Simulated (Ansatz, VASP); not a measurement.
# Ti in VASP and in Ansatz

```
CELL_PARAMETERS angstrom
-1.89440 1.89440 1.23136
1.89440 -1.89440 1.23136
1.89440 1.89440 -1.23136
ATOMIC_POSITIONS crystal
Ti 0.00000 0.00000 0.00000
```

Alike in both runs: task single point; functional PBEsol; k mesh 22 × 22 × 22; occupations gaussian, width 0.15 eV; no spin polarisation.

|  | VASP | Ansatz |
| --- | --- | --- |
| version | VASP 6.6.1 | Ansatz 0.2.0 |
| potentials or method | VASP PAW PBE potentials, release 64 (Ti_sv), cutoff 520 eV | scalar-relativistic, plane waves, PAW |
| valence electrons in the cell | 12 | 12 |

Ansatz gave:

* gap on the k mesh at the Fermi level (eV): none
* pressure (GPa): -5.1
* traceless stress, the component that is largest in VASP (GPa): 13.49

Problem. What did VASP give for the same quantities?

Solution. gap on the k mesh at the Fermi level (eV): none; pressure (GPa): -5.2; traceless stress, the component that is largest in VASP (GPa): 13.53.

VASP's potentials were made for PBE, not for PBEsol. A gap of «none» marks a metal or a gap that the smearing closes.
